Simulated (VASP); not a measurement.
# Re (P6/mmm) in VASP: further runs, part 2 of 2

VASP 6.6.1. Earlier steps stand in the parts before.

**3. Single point, PBE**

This run uses another cell than the first one, of 10.05 Å³/atom, 0.490 times its volume.

Contents of INCAR:

```
PREC     = Accurate       # precision mode
ENCUT    = 500            # plane-wave cutoff, eV
EDIFF    = 1E-6           # SCF threshold, eV
ISMEAR   = 0              # smearing method
SIGMA    = 0.1            # smearing width, eV
LREAL    = False          # projectors in reciprocal space
LASPH    = True           # aspherical terms in the spheres
NELM     = 120            # most SCF steps
ALGO     = Normal         # electronic algorithm
ISIF     = 2              # what is computed and relaxed
LWAVE    = False          # write WAVECAR
LCHARG   = False          # write CHGCAR
GGA      = PE             # functional
NBANDS   = 22             # bands
GGA_COMPAT= False
```

Contents of KPOINTS:

```
Automatic mesh
0
Gamma
  6 6 6
```

Contents of POSCAR:

```
Re
1.0
    2.7618993400      0.0000000000      0.0000000000
   -1.3809496700      2.3918749900      0.0000000000
    0.0000000000      0.0000000000      3.0428589200
Re
2
Direct
    0.3333333300      0.6666666700      0.0000000000
    0.6666666700      0.3333333300      0.0000000000
```

Potentials or basis: VASP PAW PBE potentials, release 64 (Re_sv_GW).

Launch:

```console
$ cat potpaw_PBE.64/Re_sv_GW/POTCAR > POTCAR
$ mpirun -np 1 vasp_std > vasp.out
```

Wall time 10 s (1 thread of Intel Xeon Platinum 8488C (Sapphire Rapids), shared host); peak memory 0.13 GiB.

The run converged, but its numbers aren't listed here, since they failed a check.

Caveat: the k points lie up to 0.44 Å⁻¹ apart; spin-orbit coupling is left out, which moves the levels of the heavy elements.

**4. Relaxation of cell and atoms, PBE**

This run uses another cell than the first one, of 10.05 Å³/atom, 0.490 times its volume.

Contents of INCAR:

```
  PREC = Accurate
  ENCUT = 500
  EDIFF = 1E-7
  ISMEAR = 0
  SIGMA = 0.1
  LREAL = False
  LASPH = True
  NELM = 120
  ALGO = Normal
  ISIF = 3
  LWAVE = False
  LCHARG = False
  GGA = PE
  IBRION = 2
  NSW = 90
  EDIFFG = -0.04
  GGA_COMPAT = False
  NELMIN = 4
```

KPOINTS is that of step 3.

POSCAR is that of step 3.

Launch:

```console
$ cat potpaw_PBE.64/Re_sv_GW/POTCAR > POTCAR
$ mpirun -np 1 vasp_std > vasp.out
```

Run time: 2.8 min. Hardware: 1 thread of AMD EPYC 7R43 (Zen 3), shared host; peak memory 0.1 GiB.

Results (log left out):

```yaml
Free_energy: -22.0631 eV
Relaxed_volume: 17.64 Å³/atom
Relaxed_cell: a = 3.859 Å, b = 3.859 Å, c = 2.735 Å, α = 90.00°, β = 90.00°, γ = 120.00°
Space_group_after_relaxing_to_0.05_Å: P6/mmm (No. 191)
Energy_gained_by_relaxing: 34414.1 meV/atom
Ionic_steps: 14
Pressure_after_relaxing: -0.1 GPa
Band_gap_on_the_k_mesh: zero (band 15 reaches 13.43 eV, above the bottom of band 16 at 9.37 eV)
```

Stress tensor (GPa, compression positive):
```
 0.01  0.00  0.00
 0.00  0.01  0.00
 0.00  0.00 -0.26
```

Step by step:
| step | energy change (eV) | largest force (eV/Å) | pressure (GPa) | volume (Å³) |
| --- | --- | --- | --- | --- |
| 1 | 0.0000 | 0.0000 | 1437.47 | 20.10 |
| 2 | 2000.5169 | 0.0000 | -62.90 | 1320.94 |
| 3 | 818.5018 | 0.0000 | -315.49 | 290.42 |
| 4 | -45.3497 | 0.0000 | -289.96 | 57.08 |
| 5 | -67.5458 | 0.0000 | -60.72 | 41.99 |
| 6 | -68.0719 | 0.0000 | -28.07 | 40.12 |
| 7 | -68.1221 | 0.0000 | -14.75 | 39.39 |
| 8 | -68.1086 | 0.0000 | -6.27 | 38.94 |
| 9 | -67.9971 | 0.0000 | 43.73 | 31.41 |
| 10 | -68.8063 | 0.0000 | 6.89 | 35.22 |
| 11 | -68.8130 | 0.0000 | 8.92 | 34.89 |
| 12 | -67.7688 | 0.0000 | -71.87 | 38.54 |
| 13 | -68.8281 | 0.0000 | -0.83 | 35.31 |
| 14 | -68.8282 | 0.0000 | -0.08 | 35.27 |

Final structure:
```
Re
1.0
     3.85915    0.00000    0.00000
    -1.92957    3.34212    0.00000
     0.00000    0.00000    2.73497
Re
2
Direct
  0.33333 0.66667 0.00000
  0.66667 0.33333 0.00000
```

Levels at points of the mesh, in eV from the Fermi level:
| k point | band 12 | band 13 | band 14 | band 15 | band 16 | band 17 | band 18 | band 19 |
| --- | --- | --- | --- | --- | --- | --- | --- | --- |
| (0.00, 0.00, 0.00) | -2.69 | -2.54 | -1.60 | -1.60 | -1.58 | -1.58 | 2.98 | 2.98 |
| (0.50, 0.00, 0.00) | -4.76 | -3.99 | -2.14 | -1.72 | -1.11 | 1.81 | 3.01 | 3.50 |
| (0.00, 0.00, 0.50) | -1.65 | -1.54 | -1.54 | -0.96 | -0.96 | -0.35 | -0.35 | 4.92 |
| (0.50, 0.00, 0.50) | -4.38 | -3.30 | -2.74 | 0.91 | 1.70 | 3.62 | 5.58 | 6.50 |

Caveat: the k points lie up to 0.38 Å⁻¹ apart in the final cell; the volume moved by over 15 % at a fixed basis, so the end points are rough; spin-orbit coupling is left out, which moves the levels of the heavy elements.

**5. Single point, PBE**

Contents of INCAR:

```
SYSTEM = Re
ALGO = Normal ; EDIFF = 1E-6
ENCUT = 500 ; GGA = PE
GGA_COMPAT = .FALSE. ; ISIF = 2
ISMEAR = 0 ; LASPH = .TRUE.
LCHARG = .TRUE. ; LELF = .TRUE.
LREAL = .FALSE. ; LVHAR = .TRUE.
LWAVE = .FALSE. ; NBANDS = 22
NELM = 120 ; PREC = Accurate
SIGMA = 0.1
```

Contents of KPOINTS:

```
k-points
0
G
  6 6 6
  0 0 0
```

Contents of POSCAR:

```
Re
1.0
    4.3959678876      0.0000000000      0.0000000000
   -2.1979839438      3.8070198649      0.0000000000
    0.0000000000      0.0000000000      2.4514798196
Re
2
Direct
    0.3333333333      0.6666666667      0.0000000000
    0.6666666667      0.3333333333      0.0000000000
```

Launch:

```console
$ cat potpaw_PBE.64/Re_sv_GW/POTCAR > POTCAR
$ mpirun -np 1 vasp_std > vasp.out
```

Run time: 10 s. Hardware: 1 thread of AMD EPYC 9R45 (Zen 5), shared host; peak memory 0.13 GiB.

It converged, with:

- Free energy: -25.3873 eV
- Pressure: -1.6 GPa
- Band gap on the k mesh: zero (band 15 reaches 9.76 eV, above the bottom of band 16 at 7.68 eV)

Levels at points of the mesh, in eV from the Fermi level:
```
           k point  band 12  band 13  band 14  band 15  band 16  band 17  band 18  band 19
(0.00, 0.00, 0.00)    -2.40    -2.40    -2.25    -2.25     1.45     1.45     3.65     3.65
(0.50, 0.00, 0.00)    -4.29    -3.71    -2.48     1.21     1.39     1.81     1.84     3.08
(0.00, 0.00, 0.50)    -1.83    -1.83    -0.72    -0.72    -0.37    -0.37     0.39     6.71
(0.50, 0.00, 0.50)    -3.01    -2.36    -2.34    -0.89     1.59     2.61     4.24     4.90
```

Caveat: the k points lie up to 0.43 Å⁻¹ apart; spin-orbit coupling is left out, which moves the levels of the heavy elements.

**6. Single point, PBE, collinear spin, ferromagnetic start**

Contents of INCAR:

```
  ALGO = Normal
  EDIFF = 1E-6
  ENCUT = 500
  GGA = PE
  GGA_COMPAT = False
  ISIF = 2
  ISMEAR = 0
  ISPIN = 2
  LASPH = True
  LCHARG = True
  LELF = True
  LMAXMIX = 4
  LORBIT = 11
  LREAL = False
  LVHAR = True
  LWAVE = False
  MAGMOM = 1 1
  NBANDS = 26
  NELM = 200
  PREC = Accurate
  SIGMA = 0.1
```

Contents of KPOINTS:

```
k-points
0
Gamma
  6 6 8
```

POSCAR is that of step 5.

Potentials or basis: VASP PAW PBE potentials, release 64 (Re_sv_GW).

Launch:

```console
$ cat potpaw_PBE.64/Re_sv_GW/POTCAR > POTCAR
$ mpirun -np 1 vasp_std > vasp.out
```

It took 34 s on 1 thread of Intel Xeon 6975P-C (Granite Rapids), shared host; peak memory 0.19 GiB.

The run converged. Its results:

| Property | Result |
| --- | --- |
| Free energy | -25.2997 eV |
| Pressure | 0.7 GPa |
| Band gap on the k mesh | zero (filled and empty bands overlap) |
| Net moment | 0.00 μB per cell |
| Valence electrons inside the program's atomic spheres | Re 14.43 |

Stress tensor (GPa, compression positive):
```
-0.19  0.00  0.00
 0.00 -0.19  0.00
 0.00  0.00  2.41
```

Levels at points of the mesh, in eV from the Fermi level:
Spin up:
| k point | band 13 | band 14 | band 15 | band 16 | band 17 | band 18 |
| --- | --- | --- | --- | --- | --- | --- |
| (0.00, 0.00, 0.00) | -2.26 | -2.12 | -2.12 | 1.65 | 1.65 | 3.86 |
| (0.50, 0.00, 0.00) | -3.58 | -2.32 | 1.41 | 1.53 | 2.00 | 2.01 |
| (0.00, 0.00, 0.50) | -1.62 | -0.60 | -0.60 | -0.24 | -0.24 | 0.58 |
| (0.50, 0.00, 0.50) | -2.22 | -2.21 | -0.67 | 1.75 | 2.74 | 4.39 |
Spin down:
| k point | band 11 | band 12 | band 13 | band 14 | band 15 | band 16 | band 17 | band 18 | band 19 | band 20 |
| --- | --- | --- | --- | --- | --- | --- | --- | --- | --- | --- |
| (0.00, 0.00, 0.00) | -4.50 | -2.26 | -2.26 | -2.12 | -2.12 | 1.65 | 1.65 | 3.86 | 3.86 | 6.47 |
| (0.50, 0.00, 0.00) | -4.48 | -4.09 | -3.58 | -2.32 | 1.41 | 1.53 | 2.00 | 2.01 | 3.28 | 3.29 |
| (0.00, 0.00, 0.50) | -3.89 | -1.62 | -1.62 | -0.60 | -0.60 | -0.24 | -0.24 | 0.58 | 6.96 | 9.49 |
| (0.50, 0.00, 0.50) | -2.91 | -2.88 | -2.22 | -2.21 | -0.67 | 1.75 | 2.74 | 4.39 | 5.12 | 7.87 |

Caveat: spin-orbit coupling is left out, which moves the levels of the heavy elements.

**7. Overview**

| task | potentials or basis | spin | cell | k mesh | cutoff (eV) | second run | gap on the mesh (eV) | pressure (GPa) | relaxed volume (Å³/atom) |
| --- | --- | --- | --- | --- | --- | --- | --- | --- | --- |
| relaxation of cell and atoms | VASP PAW PBE potentials, release 64 (Re) | off | relaxed from a = 4.396, b = 4.396, c = 2.451 Å, angles 90.0, 90.0, 120.0°, 2 atoms | 12 × 12 × 22 | 600 | - | none | 0.0 | 20.54 |
| relaxation of cell and atoms | VASP PAW PBE potentials, release 64 (Re_sv_GW) | off | relaxed from a = 2.762, b = 2.762, c = 3.043 Å, angles 90.0, 90.0, 120.0°, 2 atoms | 6 × 6 × 6 | 500 | valence_matched | none | -0.1 | 17.64 |
| single point | VASP PAW PBE potentials, release 64 (Re_sv_GW) | off | a = 4.396, b = 4.396, c = 2.451 Å, angles 90.0, 90.0, 120.0°, 2 atoms | 6 × 6 × 6 | 500 | valence_matched | none | -1.6 | - |
| single point | VASP PAW PBE potentials, release 64 (Re_sv_GW) | collinear, ferromagnetic start | a = 4.396, b = 4.396, c = 2.451 Å, angles 90.0, 90.0, 120.0°, 2 atoms | 6 × 6 × 8 | 500 | valence_matched | none | 0.7 | - |

Alike in all rows: level PBE; smearing gaussian 0.1 eV.

Caveats: some runs use coarse meshes; spin-orbit coupling is left out, which moves the levels of the heavy elements; the volume moved by over 15 % at a fixed basis, so the end points are rough (some runs).

Total energies depend on the potentials used, so only differences within one code and one set of settings carry meaning.
